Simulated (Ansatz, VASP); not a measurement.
## Two plane-wave programs on Pd

```
Pd
1.0
     0.00000    1.90757    1.94650
     1.90757    0.00000    1.94650
     1.90757    1.90757    0.00000
Pd
1
Direct
  0.00000 0.00000 0.00000
```

Alike in both runs: functional PBE; k mesh 10 × 10 × 10; occupations fermi-dirac, width 0.05 eV; no spin polarisation.

```csv
,VASP,Ansatz
version,VASP 6.6.1,Ansatz 0.2.0
potentials or method,"VASP PAW PBE potentials, release 64 (Pd)",Ansatz PAW
plane-wave cutoff (eV),520,420
valence electrons in the cell,10,18
task,single point,band structure
```

Ansatz gave:

| Item | Value |
| --- | --- |
| gap on the k mesh at the Fermi level (eV) | none |
| pressure (GPa) | 16.3 |
| traceless stress, the component that is largest in VASP (GPa) | -1.13 |

Problem. What did VASP give for the same quantities?

Solution. gap on the k mesh at the Fermi level (eV): none; pressure (GPa): 15.9; traceless stress, the component that is largest in VASP (GPa): -1.11.

A gap of «none» marks a metal or a gap that the smearing closes. VASP's potentials hold 10 valence electrons a cell and Ansatz's 18, so a difference there can come from the potentials and not from the codes.
